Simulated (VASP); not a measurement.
## BeS: single point with r2SCANh

Crystal: BeS.

```xyz
2
Lattice="0.0000 2.4250 2.4250 2.4250 0.0000 2.4250 2.4250 2.4250 0.0000" Properties=species:S:1:pos:R:3 pbc="T T T"
S     3.6375    3.6375    3.6375
Be    0.0000    0.0000    0.0000
```

```json
{
  "Program": "VASP 6.6.1",
  "Task": "single point",
  "Functional": "r2SCANh",
  "Potentials or basis": "VASP PAW PBE potentials, release 64 (S, Be)",
  "Cutoff": "520 eV",
  "k mesh": "6 × 6 × 6",
  "Occupations": "gaussian, width 0.02 eV",
  "Spin": "no spin polarisation"
}
```

```yaml
Pressure: 1.0 GPa
Band_gap_on_the_k_mesh: 4.16 eV, indirect (least direct gap 6.94 eV)
```

Levels at points of the mesh, in eV from the valence-band top:
| k point | band 1 | band 2 | band 3 | band 4 | band 5 | band 6 | band 7 | band 8 |
| --- | --- | --- | --- | --- | --- | --- | --- | --- |
| (0.00, 0.00, 0.00) | -14.79 | 0.00 | 0.00 | 0.00 | 6.94 | 6.94 | 6.94 | 7.31 |
| (0.50, 0.00, 0.00) | -13.05 | -6.19 | -1.10 | -1.10 | 6.74 | 7.83 | 7.83 | 12.75 |
| (0.50, 0.50, 0.00) | -12.46 | -5.40 | -2.81 | -2.81 | 4.16 | 6.02 | 14.70 | 14.70 |

It took 7.8 min on 1 thread of Intel(R) Xeon(R) Platinum 8259CL CPU @ 2.50GHz (Skylake/Cascade Lake), with other jobs on the host, peak memory 0.17 GiB.

Caveat: the PAW data sets were made with another functional, which shifts forces and pressure a little. A k mesh can miss the band edges.
